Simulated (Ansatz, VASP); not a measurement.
## Tl: VASP beside Ansatz

```
CELL_PARAMETERS angstrom
3.38545 0.00000 0.00000
-1.69272 2.93189 0.00000
0.00000 0.00000 5.41221
ATOMIC_POSITIONS crystal
Tl 0.66667 0.33333 0.75000
Tl 0.33333 0.66667 0.25000
```

Alike in both runs: task single point; functional PBE; k mesh 9 × 9 × 5; occupations fermi-dirac, width 0.05 eV; no spin polarisation.

|  | VASP | Ansatz |
| --- | --- | --- |
| version | VASP 6.6.1 | Ansatz 0.2.0 |
| potentials or method | VASP PAW PBE potentials, release 64 (Tl_d) | Ansatz PAW |
| plane-wave cutoff (eV) | 520 | 420 |
| valence electrons in the cell | 26 | 26 |

Ansatz gave:

```
gap on the k mesh at the Fermi level (eV)                     : none
pressure (GPa)                                                : 6.6
traceless stress, the component that is largest in VASP (GPa) : 1.28
```

**Question.** Which values does VASP return?

**Answer.** gap on the k mesh at the Fermi level (eV): none; pressure (GPa): 6.5; traceless stress, the component that is largest in VASP (GPa): 1.27.

A gap of «none» marks a metal or a gap that the smearing closes.

Neither program's run includes spin-orbit coupling.
